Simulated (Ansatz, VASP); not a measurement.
## Two plane-wave programs on Hf3N

```
Hf N
1.0
     4.39692    0.00000    0.00000
     0.00000    4.39692    0.00000
     0.00000    0.00000    4.39692
Hf N
3 1
Cartesian
  0.0000 2.1985 0.0000
  0.0000 0.0000 2.1985
  2.1985 0.0000 0.0000
  0.0000 0.0000 0.0000
```

Change from the starting cell: species swapped into the SnF3 type (Fm-3m, No. 225).

Alike in both runs: functional PBE; k mesh 10 × 10 × 10; occupations gaussian, width 0.1 eV; no spin polarisation.

Ansatz relaxed the structure, and its values are those at the end. VASP's run is a single point on that final structure, the one shown.

|  | VASP | Ansatz |
| --- | --- | --- |
| version | VASP 6.6.1 | Ansatz 0.2.0 |
| potentials or method | VASP PAW PBE potentials, release 64 (Hf_pv, N), cutoff 520 eV | scalar-relativistic, plane waves, PAW |
| valence electrons in the cell | 35 | 83 |

```tsv
	VASP	Ansatz	Ansatz less VASP
gap on the k mesh at the Fermi level (eV)	none	none	-
pressure (GPa)	-0.9	0.0	+0.82
```

A gap of «none» marks a metal or a gap that the smearing closes. VASP's potentials hold 35 valence electrons a cell and Ansatz's 83, so a difference there can come from the potentials and not from the codes.

Spin-orbit coupling is off throughout.
